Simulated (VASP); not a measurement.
Here is a VASP 6.6.1 calculation.

INCAR

```
SYSTEM = Li2Sn
PREC     = Accurate       ! precision mode
ENCUT    = 520            ! plane-wave cutoff, eV
EDIFF    = 1E-7           ! SCF threshold, eV
ISMEAR   = 0              ! smearing method
SIGMA    = 0.1            ! smearing width, eV
LREAL    = .FALSE.        ! projectors in reciprocal space
LASPH    = .TRUE.         ! aspherical terms in the spheres
NELM     = 60             ! most SCF steps
ALGO     = Fast           ! electronic algorithm
ISIF     = 2              ! what is computed and relaxed
LWAVE    = .FALSE.        ! write WAVECAR
LCHARG   = .TRUE.         ! write CHGCAR
GGA      = PE             ! functional
LELF     = .TRUE.         ! ELF
LVHAR    = .TRUE.       
NBANDS   = 17             ! bands
```

KPOINTS

```
regular mesh
0
G
  18 18 8
  0 0 0
```

The input POSCAR:

```
Li2Sn
1.0
    3.2550826334      0.0000000000      0.0000000000
   -1.6275413167      2.8189842520      0.0000000000
    0.0000000000      0.0000000000      7.1817239253
Li Sn
2 1
Direct
    0.3333333333      0.6666666667      0.8169138092
    0.6666666667      0.3333333333      0.1830861908
    0.0000000000      0.0000000000      0.5000000000
```

Potentials or basis: VASP PAW PBE potentials, release 64 (Li_sv, Sn_d).

Run with:

```console
$ cat potpaw_PBE.64/Li_sv/POTCAR potpaw_PBE.64/Sn_d/POTCAR > POTCAR
$ mpirun -np 1 vasp_std > vasp.out
```

Question: Predict the band gap on the k mesh.

Answer: Zero (band 10 reaches 4.25 eV, above the bottom of band 11 at 3.24 eV).

Forces on the atoms (eV/Å):
```
Li   0.000  0.000 -0.003
Li   0.000  0.000  0.003
Sn   0.000  0.000  0.000
```

Caveat: spin-orbit coupling is left out, which moves the levels of the heavy elements.
